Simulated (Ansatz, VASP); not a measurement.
One calculation of Sb, two programs

File INCAR:

```
SYSTEM = Sb
  ALGO = Normal
  EDIFF = 1E-6
  ENCUT = 520
  GGA = PE
  ISIF = 2
  ISMEAR = -1
  LASPH = .True.
  LCHARG = .True.
  LELF = .True.
  LREAL = .False.
  LVHAR = .True.
  LWAVE = .False.
  NBANDS = 12
  NELM = 80
  PREC = Accurate
  SIGMA = 0.1
```

KPOINTS

```
k-points
0
Gamma
  14 14 14
  0 0 0
```

Contents of POSCAR:

```
Sb
1.0
    2.1879029667      1.2631863668      3.8431731385
   -2.1879029667      1.2631863668      3.8431731385
    0.0000000000     -2.5263727336      3.8431731385
Sb
2
Direct
    0.2326795448      0.2326795448      0.2326795448
    0.7673204552      0.7673204552      0.7673204552
```

Input for Ansatz:

```yaml
crystal:
  lattice:
    - [2.1879029667, 1.2631863668, 3.8431731385]
    - [-2.1879029667, 1.2631863668, 3.8431731385]
    - [0.0, -2.5263727336, 3.8431731385]
  atoms:
    - { symbol: Sb, position: [0.2326795448, 0.2326795448, 0.2326795448] }
    - { symbol: Sb, position: [0.7673204552, 0.7673204552, 0.7673204552] }
hamiltonian:
  xc: pbe
  pseudopotentials:
    kind: paw
    azcp:
      Sb: "pseudopotentials/Sb.paw.azcp"
basis:
  ecutwfc: 420
  fft_grid_basis: typed
kpoints:
  mp_grid: { grid: [14, 14, 14], shift: [0, 0, 0] }
magnetization:
  spin_polarized: false
scf:
  occupations: { method: fermi_dirac, width: 0.1 }
  lower_state_search: "off"
output:
  stress: true
```

Alike in both runs: task single point; functional PBE; k mesh 14 × 14 × 14; occupations fermi-dirac, width 0.1 eV; no spin polarisation.

```csv
,VASP,Ansatz
version,VASP 6.6.1,Ansatz 0.2.0
potentials or method,"VASP PAW PBE potentials, release 64 (Sb), cutoff 520 eV","plane waves (420 eV) with PAW, scalar-relativistic"
valence electrons in the cell,10,30
```

Ansatz gave:

```
pressure (GPa) : 0.0
```

Q: Which values does VASP return?

A: Pressure (GPa): 0.1.

The functional is the same, so the differences come from potentials, cutoffs and numerics. VASP's potentials hold 10 valence electrons a cell and Ansatz's 30, so a difference there can come from the potentials and not from the codes.

Neither program's run includes spin-orbit coupling.
